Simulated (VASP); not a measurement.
Set up this calculation in VASP 6.6.1, as the native input.

- Task: single point
- Functional: revPBE
- Potentials or basis: VASP PAW PBE potentials, release 64 (In_d)
- Cutoff: 520 eV
- k mesh: 9 × 9 × 9
- Occupations: fermi-dirac, width 0.1 eV
- Spin: no spin polarisation
- Dipole correction: no
- Further INCAR settings: ALGO = Normal; EDIFF = 1e-06; NBANDS = 20

The structure of In lies in POSCAR:

```
In
1.0
    0.0000000000      3.3670854454      3.3670854454
    3.3670854454      0.0000000000      3.3670854454
    3.3670854454      3.3670854454      0.0000000000
In
2
Direct
    0.1250000000      0.1250000000      0.1250000000
    0.8750000000      0.8750000000      0.8750000000
```

This isn't the form of In at room conditions, which is tetragonal.

One way to write it, as run:

INCAR

```
PREC = Accurate
ENCUT = 520
EDIFF = 1E-6
ISMEAR = -1
SIGMA = 0.1
LREAL = F
LASPH = T
NELM = 80
ALGO = Normal
ISIF = 2
LWAVE = F
LCHARG = T
GGA = RE
LELF = T
LVHAR = T
NBANDS = 20
```

KPOINTS

```
Automatic mesh
0
Gamma
  9 9 9
```

Potentials or basis: VASP PAW PBE potentials, release 64 (In_d).

Run with:

```bash
$ cat potpaw_PBE.64/In_d/POTCAR > POTCAR
$ mpirun -np 1 vasp_std > vasp.out
```

Results of the run:

```json
{
  "Pressure": "0.8 GPa",
  "Band gap on the k mesh": "zero (bands 13 and 14 overlap by 2.96 eV)"
}
```

Caveat: the PAW data sets were made with another functional, which shifts forces and pressure a little; spin-orbit coupling is left out, which moves the levels of the heavy elements.

Run time: 56 s on 1 thread of Intel Xeon 8259CL, with other jobs on the host, peak memory 0.22 GiB.
